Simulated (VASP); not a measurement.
# Rh in VASP: a series of runs

The runs below take Rh through single point, with PBE.

Everything below comes from runs of VASP 6.6.1. Logs are shortened: lines on timing, memory, paths and dates and some standing lists are left out, and cuts for length are marked.

## 1. The cell of the first run

Symmetry: P6_3/mmc, No. 194, hexagonal system. The conventional cell has a = 2.727 Å, b = 2.727 Å, c = 8.914 Å, α = 90.00°, β = 90.00°, γ = 120.00°. Rh (site symmetry -6m2) has 12 Rh at 2.73 Å within 3.6 Å. Within 3.6 Å of Rh (site symmetry -3m) lie 12 Rh at 2.73 Å.

This isn't the form of Rh at room conditions, which is fcc.

## 2. Single point, PBE

INCAR reads:

```
SYSTEM = Rh
  PREC = Accurate
  ENCUT = 520
  EDIFF = 1E-6
  ISMEAR = -1
  SIGMA = 0.05
  LREAL = .FALSE.
  LASPH = .TRUE.
  NELM = 80
  ALGO = Fast
  ISIF = 2
  LWAVE = .FALSE.
  LCHARG = .TRUE.
  GGA = PE
  LELF = .TRUE.
  LVHAR = .TRUE.
  NBANDS = 38
```

KPOINTS reads:

```
regular mesh
0
G
  11 11 3
  0 0 0
```

POSCAR reads:

```
Rh
1.0
    2.7271663779      0.0000000000      0.0000000000
   -1.3635831889      2.3617953636      0.0000000000
    0.0000000000      0.0000000000      8.9138474877
Rh
4
Direct
    0.6666666667      0.3333333333      0.7500000000
    0.0000000000      0.0000000000      0.5000000000
    0.3333333333      0.6666666667      0.2500000000
    0.0000000000      0.0000000000      0.0000000000
```

Potentials or basis: VASP PAW PBE potentials, release 64 (Rh_pv).

The run is started by

```console
cat potpaw_PBE.64/Rh_pv/POTCAR > POTCAR
mpirun -np 1 vasp_std > vasp.out
```

OUTCAR:

```text
SYSTEM = Rh
   PREC = Accurate
   ENCUT = 520
   EDIFF = 1E-6
   ISMEAR = -1
   LREAL = .FALSE.
   LASPH = .TRUE.
   NELM = 80
   ISIF = 2
   GGA = PE

 ion  position               nearest neighbor table
   1  0.667  0.333  0.750-   2 2.73   4 2.73   2 2.73   4 2.73   2 2.73   4 2.73
   2  0.000  0.000  0.500-   1 2.73   3 2.73   3 2.73   1 2.73   1 2.73   3 2.73
   3  0.333  0.667  0.250-   2 2.73   4 2.73   2 2.73   4 2.73   2 2.73   4 2.73
   4  0.000  0.000  0.000-   1 2.73   3 2.73   3 2.73   1 2.73   1 2.73   3 2.73

  LATTYP: Found a hexagonal cell.
 ALAT       =     2.7271663779
 C/A-ratio  =     3.2685382014

  Lattice vectors:

 A1 = (   2.7271663779,   0.0000000000,   0.0000000000)
 A2 = (  -1.3635831889,   2.3617953636,   0.0000000000)
 A3 = (   0.0000000000,   0.0000000000,   8.9138474877)

Analysis of symmetry for initial positions (statically):
=====================================================================
 Subroutine PRICEL returns:
 Original cell was already a primitive cell.

 Routine SETGRP: Setting up the symmetry group for a
 hexagonal supercell.

 Subroutine GETGRP returns: Found 24 space group operations
 (whereof 12 operations were pure point group operations)
 out of a pool of 24 trial point group operations.

The static configuration has the point symmetry D_3d.
 The point group associated with its full space group is D_6h.

Analysis of symmetry for dynamics (positions and initial velocities):
=====================================================================
 Subroutine PRICEL returns:
 Original cell was already a primitive cell.

 Routine SETGRP: Setting up the symmetry group for a
 hexagonal supercell.

 Subroutine GETGRP returns: Found 24 space group operations
 (whereof 12 operations were pure point group operations)
 out of a pool of 24 trial point group operations.

The dynamic configuration has the point symmetry D_3d.
 The point group associated with its full space group is D_6h.

 Subroutine INISYM returns: Found 24 space group operations
 (whereof 12 operations are pure point group operations),
 and found     1 'primitive' translations

----------------------------------------------------------------------------------------

                                     Primitive cell

  volume of cell :      57.4142

  direct lattice vectors                    reciprocal lattice vectors
     2.727166378  0.000000000  0.000000000     0.366680965  0.211703354  0.000000000
    -1.363583189  2.361795364  0.000000000     0.000000000  0.423406708  0.000000000
     0.000000000  0.000000000  8.913847488     0.000000000  0.000000000  0.112185002

  length of vectors
     2.727166378  2.727166378  8.913847488     0.423406708  0.423406708  0.112185002

  position of ions in fractional coordinates (direct lattice)
     0.666666667  0.333333333  0.750000000
     0.000000000  0.000000000  0.500000000
     0.333333333  0.666666667  0.250000000
     0.000000000  0.000000000  0.000000000

  ion indices of the primitive-cell ions
   primitive index   ion index
                 1           1
                 2           2
                 3           3
                 4           4

----------------------------------------------------------------------------------------

 KPOINTS: regular mesh

Automatic generation of k-mesh.
 Grid dimensions read from file:
 generate k-points for:   11   11    3

 Generating k-lattice:

  Cartesian coordinates                     Fractional coordinates (reciprocal lattice)
     0.033334633  0.019245759  0.000000000     0.090909091  0.000000000  0.000000000
     0.000000000  0.038491519  0.000000000     0.000000000  0.090909091  0.000000000
     0.000000000  0.000000000  0.037395001     0.000000000  0.000000000  0.333333333

  Length of vectors
     0.038491519  0.038491519  0.037395001

  Shift w.r.t. Gamma in fractional coordinates (k-lattice)
     0.000000000  0.000000000  0.000000000

 Subroutine IBZKPT returns following result:
 ===========================================

 Found     32 irreducible k-points:

 Following reciprocal coordinates:
            Coordinates               Weight
  0.000000  0.000000  0.000000      1.000000
  0.090909 -0.000000  0.000000      6.000000
  0.181818  0.000000  0.000000      6.000000
  0.272727  0.000000  0.000000      6.000000
  0.363636 -0.000000  0.000000      6.000000
  0.454545 -0.000000  0.000000      6.000000
[... 16 lines left out ...]
  0.090909  0.090909  0.333333     12.000000
  0.181818  0.090909  0.333333     24.000000
 [... further k-points ...]
   k-points           NKPTS =     32   k-points in BZ     NKDIM =     32   number of bands    NBANDS=     38
   number of dos      NEDOS =    301   number of ions     NIONS =      4
   total plane-waves  NPLWV =  28000
   dimension x,y,z NGX =    20 NGY =   20 NGZ =   70
   dimension x,y,z NGXF=    40 NGYF=   40 NGZF=  140
   ions per type =               4
   NGX,Y,Z   is equivalent  to a cutoff of  12.19, 12.19, 13.06 a.u.
   NGXF,Y,Z  is equivalent  to a cutoff of  24.38, 24.38, 26.11 a.u.
 SYSTEM =  Rh
   PREC   = accura    normal or accurate (medium, high low for compatibility)
   ISTART =      0    job   : 0-new  1-cont  2-samecut
   ICHARG =      2    charge: 1-file 2-atom 10-const
   ISPIN  =      1    spin polarized calculation?
   LNONCOLLINEAR =      F non collinear calculations
   LSORBIT =      F    spin-orbit coupling
   LASPH  =      T    aspherical Exc in radial PAW
   ENCUT  =  520.0 eV  38.22 Ry    6.18 a.u.   5.07  5.07 16.57*2*pi/ulx,y,z
   NELM   =     80;   NELMIN=  2; NELMDL= -5     # of ELM steps
   EDIFF  = 0.1E-05   stopping-criterion for ELM
   LREAL  =      F    real-space projection
   EDIFFG = 0.1E-04   stopping-criterion for IOM
   NSW    =      0    number of steps for IOM
   IBRION =     -1    ionic relax: 0-MD 1-quasi-New 2-CG
   NFREE  =      0    steps in history (QN), initial steepest desc. (CG)
   ISIF   =      2    stress and relaxation
   ISYM   =      2    0-nonsym 1-usesym 2-fastsym
   POTIM  = 0.5000    time-step for ionic-motion
   TEBEG  =    0.0;   TEEND  =   0.0 temperature during run
   PSTRESS=    0.0 pullay stress
   NELECT =      60.0000    total number of electrons
   NUPDOWN=      -1.0000    fix difference up-down
   EMIN   =  10.00;   EMAX   =-10.00  energy-range for DOS
   EFERMI =   0.00;   METHOD = LEGACY
   ISMEAR =    -1;   SIGMA  =   0.05  broadening in eV -4-tet -1-fermi 0-gaus
   EFERMI_NEDOS =   21; number of points for ismear=-14 and -15
   IALGO  =     68    algorithm
   IMIX   =      4    mixing-type and parameters
     AMIX     =   0.40;   BMIX     =  1.00
     AMIX_MAG =   1.60;   BMIX_MAG =  1.00
  volume/ion in A,a.u.               =      14.35        96.86
  Fermi-wavevector in a.u.,A,eV,Ry     =   1.661316  3.139432 37.551677  2.759970
  Thomas-Fermi vector in A             =   2.748400
   LORBIT       =      0    0 simple, 1 ext, 2 COOP (PROOUT), +10 PAW based schemes
   GGA     = PE    functional components
   LHFCALC =     F    Hartree Fock is set to
   AEXX    =    0.0000 exact exchange contribution
   IVDW    =     0    specifies the selected vdW correction
   LEPSILON=     F    determine dielectric tensor
   LRPA    =     F    only Hartree local field effects (RPA)
 non-spin polarized calculation
 RMM-DIIS sequential band-by-band and
  energy-cutoff  :      520.00
  volume of cell :       57.41
 maximum number of plane-waves:      1560
   NGX = 11   NGY = 11   NGZ = 33

 number of electron      59.9999999 magnetization

 Free energy of the ion-electron system (eV)
  ---------------------------------------------------
  ext. energy  EPLUGINS =         0.00000000
  ---------------------------------------------------
  free energy    TOTEN  =       -28.96145331 eV

  energy without entropy =      -28.90662724  energy(sigma->0) =      -28.93404028

 E-fermi :  11.1473     XC(G=0): -13.7549

 val. band max:       11.1376064733   @ k =   0.2727   0.0909   0.0000
 cond. band min:      11.1476720853   @ k =   0.3636   0.2727   0.3333
 fundamental gap:      0.0100656120
 Fermi energy:        11.1473253145

 k-point     1 :       0.0000    0.0000    0.0000
  band No.  band energies     occupation
      1     -35.8020      2.00000
      2     -35.4941      2.00000
      3     -35.4917      2.00000
      4     -35.2498      2.00000
      5     -35.2498      2.00000
      6     -35.2116      2.00000
[... 30 lines left out ...]
     37      19.3027      0.00000
     38      25.4210      0.00000

 k-point     2 :       0.0909   -0.0000    0.0000
  band No.  band energies     occupation
      1     -35.7857      2.00000
      2     -35.4982      2.00000
      3     -35.4964      2.00000
      4     -35.2877      2.00000
      5     -35.2619      2.00000
      6     -35.2412      2.00000
[... 30 lines left out ...]
     37      19.2662      0.00000
     38      25.6956      0.00000

 k-point     3 :       0.1818    0.0000    0.0000
  band No.  band energies     occupation
      1     -35.7400      2.00000
      2     -35.5253      2.00000
      3     -35.5221      2.00000
      4     -35.3854      2.00000
      5     -35.3238      2.00000
      6     -35.2950      2.00000
[... 30 lines left out ...]
     37      19.1981      0.00000
     38      26.3680      0.00000

 k-point     4 :       0.2727    0.0000    0.0000
  band No.  band energies     occupation
      1     -35.6791      2.00000
      2     -35.6079      2.00000
      3     -35.5846      2.00000
      4     -35.5072      2.00000
      5     -35.4571      2.00000
      6     -35.3445      2.00000
[... 30 lines left out ...]
     37      19.2117      0.00000
     38      23.5841      0.00000
[... 703 lines left out ...]
      4     -35.6847      2.00000
      5     -35.4623      2.00000
      6     -35.4179      2.00000
[... 30 lines left out ...]
     37      19.8718      0.00000
     38      19.9409      0.00000

 k-point    23 :       0.0909    0.0909    0.3333
  band No.  band energies     occupation
      1     -35.7223      2.00000
      2     -35.6336      2.00000
      3     -35.3930      2.00000
      4     -35.3413      2.00000
      5     -35.3166      2.00000
      6     -35.3131      2.00000
[... 30 lines left out ...]
     37      20.7351      0.00000
     38      23.5415      0.00000

 k-point    24 :       0.1818    0.0909    0.3333
  band No.  band energies     occupation
      1     -35.6811      2.00000
      2     -35.6320      2.00000
      3     -35.4922      2.00000
      4     -35.4385      2.00000
      5     -35.4280      2.00000
      6     -35.3841      2.00000
[... 30 lines left out ...]
     37      21.0955      0.00000
     38      23.9507      0.00000

 [... further k-points ...]

------------------------ aborting loop because EDIFF is reached ----------------------------------------

  FORCE on cell =-STRESS in cart. coord.  units (eV):
  Direction    XX          YY          ZZ          XY          YZ          ZX
  --------------------------------------------------------------------------------------
  -------------------------------------------------------------------------------------
  Total       -1.5327665     -1.5327665     -2.0597450     -0.0000000      0.0000000     -0.0000000
  in kB      -42.7727817    -42.7727817    -57.4784368     -0.0000000      0.0000000     -0.0000000
  external PRESSURE =     -47.6746667 kB  Pullay stress =       0.0000000 kB

 VOLUME and BASIS-vectors are now :
 -----------------------------------------------------------------------------
  energy-cutoff  :      520.00
  volume of cell :       57.41
      direct lattice vectors                 reciprocal lattice vectors
     2.727166378  0.000000000  0.000000000     0.366680965  0.211703354  0.000000000
    -1.363583189  2.361795364  0.000000000     0.000000000  0.423406708  0.000000000
     0.000000000  0.000000000  8.913847488     0.000000000  0.000000000  0.112185002

 POSITION                                       TOTAL-FORCE (eV/Angst)
 -----------------------------------------------------------------------------------
      1.36358      0.78727      6.68539         0.000000      0.000000      0.000000
      0.00000      0.00000      4.45692        -0.000000      0.000000      0.000000
     -0.00000      1.57453      2.22846        -0.000000      0.000000      0.000000
      0.00000      0.00000      0.00000        -0.000000      0.000000      0.000000
 -----------------------------------------------------------------------------------
    total drift:                                0.000000     -0.000000      0.000000

  FREE ENERGIE OF THE ION-ELECTRON SYSTEM (eV)
  ---------------------------------------------------
  free  energy   TOTEN  =       -28.9614533110 eV

  energy  without entropy=      -28.9066272448  energy(sigma->0) =      -28.93404028
```

Wall time 70 s (1 thread of AMD EPYC 7R43 (Zen 3), shared host); peak memory 0.15 GiB.

Results:

| Item | Value |
| --- | --- |
| Free energy | -28.9615 eV |
| Pressure | -4.8 GPa |
| Band gap on the k mesh | zero (bands 30 and 31 overlap by 1.52 eV) |

Caveat: the cell stands under tension.

(Continued in part 2 of 2.)
